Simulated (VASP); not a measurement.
# Al13Ga3As16 (P1) in VASP: settings compared, part 3 of 3

VASP 6.6.1. The steps go on from the part before.

**4. Single point, r2SCAN**

The input, POSCAR:

```
Al13Ga3As16
1.0
   11.9879520000      0.0000000000      0.0000000000
    0.0000010000     13.8644070000      0.0000000000
    0.0000000000      0.0000000000     13.1652210000
Al Ga As
39 9 48
Direct
    0.0003260000      0.1664880000      0.9996870000
    0.3336000000      0.1663330000      0.9996040000
    0.3339360000      0.1663720000      0.4999180000
    0.1667810000      0.4162900000      0.9998600000
    0.1667540000      0.4162070000      0.5000780000
    0.0001210000      0.6665920000      0.9997030000
    0.0002380000      0.6663940000      0.5001040000
    0.6669500000      0.1665030000      0.9998430000
    0.6672910000      0.1665590000      0.5000900000
    0.5001530000      0.4164510000      0.9996520000
    0.5001370000      0.4166750000      0.4995700000
    0.3332580000      0.6665720000      0.9997490000
    0.3331560000      0.6665420000      0.4998000000
    0.1667800000      0.9166700000      0.9996460000
    0.8334290000      0.4165300000      0.9998220000
    0.6668010000      0.6664960000      0.9996970000
    0.6667510000      0.6661870000      0.4998280000
    0.5002590000      0.9162280000      0.9999200000
    0.5000090000      0.9166880000      0.4998990000
    0.8334110000      0.9164150000      0.0000310000
    0.9995360000      0.3330970000      0.2500160000
    0.0000990000      0.3333110000      0.7496550000
    0.4998570000      0.0833210000      0.2496810000
    0.4999210000      0.0833120000      0.7501130000
    0.3329420000      0.3334140000      0.2496610000
    0.3332340000      0.3333910000      0.7499730000
    0.1663750000      0.5832760000      0.2497950000
    0.1667220000      0.5833280000      0.7500670000
    0.9996970000      0.8338480000      0.2499900000
    0.9998140000      0.8337340000      0.7496130000
    0.8330880000      0.0832120000      0.2499450000
    0.8330050000      0.0831850000      0.7498390000
    0.6665100000      0.3338440000      0.2499680000
    0.6664850000      0.3336600000      0.7497360000
    0.3331480000      0.8333830000      0.2499990000
    0.3333760000      0.8333260000      0.7497190000
    0.8332510000      0.5835150000      0.2501010000
    0.8333250000      0.5834460000      0.7497040000
    0.6662030000      0.8329700000      0.7498550000
    0.0002770000      0.1659590000      0.5004330000
    0.1665690000      0.9168110000      0.4999640000
    0.8336140000      0.4162780000      0.5002740000
    0.8335930000      0.9164240000      0.5000970000
    0.1663160000      0.0833830000      0.2503210000
    0.1666190000      0.0833930000      0.7497230000
    0.4996530000      0.5833880000      0.2500730000
    0.4997200000      0.5831970000      0.7504190000
    0.6663430000      0.8332230000      0.2504220000
    0.0000830000      0.1664720000      0.1870020000
    0.0000660000      0.1664780000      0.6873450000
    0.3331160000      0.1666310000      0.1868620000
    0.3334080000      0.1667040000      0.6870810000
    0.1662160000      0.4166390000      0.1869790000
    0.1667590000      0.4168030000      0.6870860000
    0.0000000000      0.6671690000      0.1869010000
    0.0002700000      0.6669960000      0.6870990000
    0.6665840000      0.1671390000      0.1870100000
    0.6665440000      0.1669540000      0.6870540000
    0.4998640000      0.4169860000      0.1869080000
    0.4999160000      0.4169540000      0.6868020000
    0.3332140000      0.6667290000      0.1869870000
    0.3334700000      0.6666300000      0.6870070000
    0.1667560000      0.9171120000      0.1869110000
    0.1667690000      0.9169850000      0.6868870000
    0.8333030000      0.4169310000      0.1869670000
    0.8334880000      0.4167410000      0.6871270000
    0.6664360000      0.6667240000      0.1871210000
    0.6663120000      0.6663730000      0.6870280000
    0.5001070000      0.9165870000      0.1871050000
    0.5000640000      0.9168210000      0.6869930000
    0.8327900000      0.9165110000      0.1871800000
    0.8328460000      0.9165200000      0.6870000000
    0.1666130000      0.0831980000      0.4372420000
    0.1667730000      0.0831120000      0.9368720000
    0.9998250000      0.3325630000      0.4373600000
    0.9999350000      0.3330630000      0.9368800000
    0.5004840000      0.0830960000      0.4367990000
    0.5002570000      0.0828210000      0.9371850000
    0.3333160000      0.3328320000      0.4368160000
    0.3333540000      0.3329350000      0.9370490000
    0.1664800000      0.5827580000      0.4369280000
    0.1665750000      0.5828900000      0.9371530000
    0.9999070000      0.8330790000      0.4372300000
    0.9999260000      0.8331460000      0.9368840000
    0.8335400000      0.0827930000      0.4372470000
    0.8334700000      0.0829440000      0.9370790000
    0.6669710000      0.3331660000      0.4371440000
    0.6667650000      0.3330430000      0.9368650000
    0.4997030000      0.5832960000      0.4369520000
    0.4998150000      0.5830760000      0.9372890000
    0.3330010000      0.8331980000      0.4370480000
    0.3332020000      0.8331670000      0.9368900000
    0.8335280000      0.5828780000      0.4372230000
    0.8333520000      0.5829900000      0.9369110000
    0.6667380000      0.8330250000      0.4373310000
    0.6667890000      0.8329920000      0.9370380000
```

The input, INCAR.step1:

```
SYSTEM = Al13Ga3As16
PREC = Accurate
ENCUT = 520
ISMEAR = -1
SIGMA = 0.05
LREAL = Auto
LASPH = .TRUE.
NELM = 60
NBANDS = 291
GGA = PE
ALGO = Normal
EDIFF = 1E-4
LWAVE = .TRUE.
LCHARG = .FALSE.
```

The input, INCAR.step2:

```
SYSTEM = Al13Ga3As16
PREC = Accurate
ENCUT = 520
EDIFF = 1E-6
ISMEAR = -1
SIGMA = 0.05
LREAL = Auto
LASPH = .TRUE.
NELM = 60
ALGO = Normal
ISIF = 2
LWAVE = .FALSE.
LCHARG = .FALSE.
METAGGA = R2SCAN
LMIXTAU = .TRUE.
NBANDS = 291
ISTART = 1
```

The input, KPOINTS:

```
Automatic mesh
0
G
  1 1 1
  0 0 0
```

Potentials or basis: VASP PAW PBE potentials, release 64 (Al, Ga_d, As).

The run is started by

```sh
> cat potpaw_PBE.64/Al/POTCAR potpaw_PBE.64/Ga_d/POTCAR potpaw_PBE.64/As/POTCAR > POTCAR
> cp INCAR.step1 INCAR
> mpirun -np 1 vasp_gam > vasp.out
> cp INCAR.step2 INCAR
> mpirun -np 1 vasp_gam > vasp.out
```

OUTCAR:

```text
SYSTEM = Al13Ga3As16
   PREC = Accurate
   ENCUT = 520
   EDIFF = 1E-6
   ISMEAR = -1
   LREAL = Auto
   LASPH = .TRUE.
   NELM = 60
   ISIF = 2
   METAGGA = R2SCAN
   ISTART = 1

 ion  position               nearest neighbor table
   1  0.000  0.166  1.000-  74 2.45  76 2.45  86 2.45  49 2.47
   2  0.334  0.166  1.000-  78 2.45  74 2.45  80 2.45  51 2.47
   3  0.334  0.166  0.500-  77 2.45  79 2.45  73 2.46  52 2.46
   4  0.167  0.416  1.000-  80 2.45  82 2.45  76 2.45  53 2.46
   5  0.167  0.416  0.500-  79 2.45  81 2.45  75 2.46  54 2.46
   6  0.000  0.667  1.000-  82 2.45  84 2.45  94 2.45  55 2.46
[... 88 lines left out ...]
  95  0.667  0.833  0.437-  19 2.45  43 2.45  17 2.46  48 2.46
  96  0.667  0.833  0.937-  18 2.45  16 2.45  20 2.45  39 2.46

  LATTYP: Found a simple orthorhombic cell.
 ALAT       =    11.9879520000
 B/A-ratio  =     1.0982043472
 C/A-ratio  =     1.1565284045

  Lattice vectors:

 A1 = ( -11.9879520000,   0.0000000000,   0.0000000000)
[... 342 lines left out ...]

 val. band max:        3.7429052619   @ k =   0.0000   0.0000   0.0000
 cond. band min:       5.6823955254   @ k =   0.0000   0.0000   0.0000
 fundamental gap:      1.9394902636
 Fermi energy:         4.7108866212

 k-point     1 :       0.0000    0.0000    0.0000
  band No.  band energies     occupation
      1     -11.3191      2.00000
      2     -11.3002      2.00000
      3     -11.2979      2.00000
      4     -11.2945      2.00000
      5     -11.2890      2.00000
      6     -11.2873      2.00000
[... 241 lines left out ...]
    248       6.2667      0.00000
    249       6.2986      0.00000
 [bands above 249 left out]

------------------------ aborting loop because EDIFF is reached ----------------------------------------

  FORCE on cell =-STRESS in cart. coord.  units (eV):
  Direction    XX          YY          ZZ          XY          YZ          ZX
  --------------------------------------------------------------------------------------
  -------------------------------------------------------------------------------------
  Total       20.6514088     -5.7703844     -2.7431185     -0.4629809     -0.0623446      0.0034592
  in kB       15.1211847     -4.2251378     -2.0085410     -0.3389997     -0.0456494      0.0025329
  external PRESSURE =       2.9625020 kB  Pullay stress =       0.0000000 kB

 VOLUME and BASIS-vectors are now :
 -----------------------------------------------------------------------------
  energy-cutoff  :      520.00
  volume of cell :     2188.14
      direct lattice vectors                 reciprocal lattice vectors
    11.987952000  0.000000000  0.000000000     0.083417084 -0.000000006  0.000000000
     0.000001000 13.864407000  0.000000000     0.000000000  0.072127138  0.000000000
     0.000000000  0.000000000 13.165221000     0.000000000  0.000000000  0.075957707

 POSITION                                       TOTAL-FORCE (eV/Angst)
 -----------------------------------------------------------------------------------
      0.00391      2.30826     13.16110        -0.008734     -0.010366      0.002922
      3.99918      2.30611     13.16001        -0.018330     -0.009381      0.004110
      4.00321      2.30665      6.58153        -0.024345     -0.012220     -0.012355
      1.99936      5.77161     13.16338        -0.013279      0.002025      0.003803
      1.99904      5.77046      6.58364        -0.005942     -0.008056     -0.008545
      0.00145      9.24190     13.16131        -0.016612     -0.010257      0.008667
[... 88 lines left out ...]
      7.99282     11.54940      5.75756        -0.005760     -0.019195      0.001468
      7.99344     11.54894     12.33631         0.013326      0.030472     -0.007576
 -----------------------------------------------------------------------------------
    total drift:                                0.014368     -0.112595      0.095492

  FREE ENERGIE OF THE ION-ELECTRON SYSTEM (eV)
  ---------------------------------------------------
  free  energy   TOTEN  =     -1124.2032833716 eV

  energy  without entropy=    -1124.2032833414  energy(sigma->0) =    -1124.20328336
```

OSZICAR.step1:

```text
N       E                     dE             d eps       ncg     rms          rms(c)
DAV:   1     0.461952988725E+04    0.46195E+04   -0.19185E+05   582   0.169E+03
DAV:   2     0.613296901624E+03   -0.40062E+04   -0.38286E+04   710   0.390E+02
DAV:   3    -0.329598385770E+03   -0.94290E+03   -0.87448E+03   772   0.177E+02
DAV:   4    -0.439367971575E+03   -0.10977E+03   -0.10799E+03   780   0.559E+01
DAV:   5    -0.446019401210E+03   -0.66514E+01   -0.66139E+01   924   0.159E+01    0.221E+01
DAV:   6    -0.436768597132E+03    0.92508E+01   -0.16262E+01   796   0.100E+01    0.129E+01
DAV:   7    -0.435333772750E+03    0.14348E+01   -0.12258E+01   780   0.472E+00    0.413E+00
DAV:   8    -0.435332118087E+03    0.16547E-02   -0.12599E+00   772   0.363E+00    0.904E-01
DAV:   9    -0.435350405669E+03   -0.18288E-01   -0.12140E-01   676   0.172E+00    0.399E-01
DAV:  10    -0.435356241658E+03   -0.58360E-02   -0.31526E-02   860   0.540E-01    0.282E-01
DAV:  11    -0.435358558295E+03   -0.23166E-02   -0.45504E-03   684   0.302E-01    0.121E-01
DAV:  12    -0.435360074689E+03   -0.15164E-02   -0.27187E-03   668   0.251E-01    0.300E-02
DAV:  13    -0.435360251007E+03   -0.17632E-03   -0.77217E-04   628   0.919E-02    0.194E-02
DAV:  14    -0.435360291036E+03   -0.40028E-04   -0.16976E-04   444   0.617E-02
   1 F= -.43536029E+03 E0= -.43536029E+03  d E =-.179373E-05
```

Wall time 68 min (1 thread of Oxide Virtual Turin-like, shared host); peak memory 2 GiB.

What came out:

* Free energy: -1124.2033 eV
* Pressure: 0.3 GPa
* Largest force: 0.109 eV/Å
* Band gap on the k mesh: 1.94 eV

Forces in eV/Å, atoms in the order of the input:
```
Al  -0.009 -0.010  0.003
Al  -0.018 -0.009  0.004
Al  -0.024 -0.012 -0.012
Al  -0.013  0.002  0.004
Al  -0.006 -0.008 -0.009
Al  -0.017 -0.010  0.009
Al  -0.009  0.010 -0.003
Al  -0.016 -0.005  0.006
Al  -0.023 -0.002 -0.005
Al  -0.014  0.007 -0.008
Al  -0.021  0.012 -0.006
Al  -0.005 -0.010 -0.006
Al  -0.026  0.002 -0.010
Al  -0.020  0.002 -0.001
Al  -0.013 -0.004 -0.003
Al  -0.029 -0.003  0.005
Al  -0.011 -0.003 -0.020
Al  -0.010 -0.009  0.010
Al  -0.018  0.004 -0.015
Al  -0.026 -0.012  0.003
Al   0.021 -0.020  0.008
Al   0.025 -0.009 -0.009
Al   0.036 -0.018  0.001
Al   0.018 -0.010  0.000
Al  -0.003 -0.007  0.007
Al  -0.007  0.000 -0.002
Al   0.003 -0.006 -0.004
Al  -0.001 -0.004  0.000
Al   0.028  0.008  0.005
Al   0.005  0.001 -0.011
Al   0.006 -0.024  0.007
Al   0.004 -0.014 -0.011
Al   0.036  0.001 -0.001
Al   0.019 -0.002 -0.010
Al   0.017  0.009  0.003
Al   0.026  0.007 -0.003
Al   0.027 -0.007 -0.006
Al   0.020 -0.009 -0.001
Al   0.004 -0.005 -0.006
Ga  -0.035  0.020  0.004
Ga  -0.031  0.052  0.006
Ga  -0.008  0.022  0.011
Ga  -0.015  0.042  0.002
Ga   0.013 -0.029  0.018
Ga   0.012 -0.036  0.017
Ga   0.020  0.004  0.010
Ga   0.008 -0.020  0.007
Ga   0.004 -0.039  0.020
As  -0.031  0.027 -0.024
As  -0.024  0.021  0.026
As   0.005  0.026 -0.010
As   0.006  0.025 -0.014
As   0.006 -0.011  0.024
As  -0.006 -0.023  0.026
As  -0.007 -0.037  0.019
As  -0.007 -0.032  0.020
As  -0.023 -0.027  0.017
As  -0.009 -0.021  0.023
As  -0.008 -0.062  0.000
As  -0.006 -0.059  0.005
As  -0.027  0.014 -0.009
As  -0.030  0.021 -0.009
As  -0.030 -0.078  0.004
As  -0.023 -0.061  0.058
As  -0.034 -0.021  0.025
As  -0.022 -0.026  0.071
As  -0.011 -0.023 -0.035
As   0.006  0.035 -0.008
As  -0.037  0.034 -0.010
As  -0.010 -0.023  0.029
As   0.023  0.038 -0.018
As   0.007 -0.018  0.082
As   0.064  0.019 -0.003
As   0.004  0.018  0.047
As   0.036  0.031 -0.073
As   0.006  0.019  0.001
As   0.003  0.035  0.002
As   0.011  0.031 -0.017
As   0.000  0.040 -0.008
As   0.011  0.030 -0.013
As   0.014  0.028 -0.003
As   0.012  0.022 -0.014
As   0.009 -0.069 -0.083
As   0.023  0.033 -0.006
As  -0.001  0.026 -0.061
As   0.014  0.021 -0.011
As  -0.006 -0.021 -0.049
As   0.018  0.030  0.000
As   0.023  0.026  0.048
As   0.017  0.021  0.039
As   0.055 -0.013 -0.044
As   0.017  0.022 -0.008
As   0.008  0.056 -0.031
As   0.021  0.014 -0.008
As  -0.006 -0.019  0.001
As   0.013  0.030 -0.008
```

Stress tensor (GPa, compression positive):
```
 1.51 -0.03  0.00
-0.03 -0.42  0.00
 0.00  0.00 -0.20
```

Caveat: the k points lie up to 0.52 Å⁻¹ apart; the PAW data sets were made with another functional, which shifts forces and pressure a little. A k mesh can miss the band edges.

**5. Overview**

| level | cell | k mesh | cutoff (eV) | gap on the mesh (eV) | pressure (GPa) | largest force (eV/Å) |
| --- | --- | --- | --- | --- | --- | --- |
| PBEsol | a = 11.988, b = 13.864, c = 13.165 Å, 96 atoms, atomic positions A | 1 × 1 × 1, shifted | 500 | 1.69 | 0.3 | 0.02 |
| PBEsol | a = 12.004, b = 13.861, c = 13.155 Å, 96 atoms, atomic positions B | 1 × 1 × 1, shifted | 500 | 1.70 | 0.4 | 0.88 |
| r2SCAN | a = 11.988, b = 13.864, c = 13.165 Å, 96 atoms, atomic positions A | 1 × 1 × 1 | 520 | 1.94 | 0.3 | 0.11 |

Alike in all rows: task single point; potentials or basis VASP PAW PBE potentials, release 64 (Al, Ga_d, As); no spin polarisation; smearing fermi-dirac 0.05 eV.

Caveats: some runs use coarse meshes; the PAW data sets were made with another functional, which shifts forces and pressure a little; a shifted mesh leaves out Γ, where band edges can lie (at least some runs).

Total energies depend on the potentials used, so only differences within one code and one set of settings carry meaning.
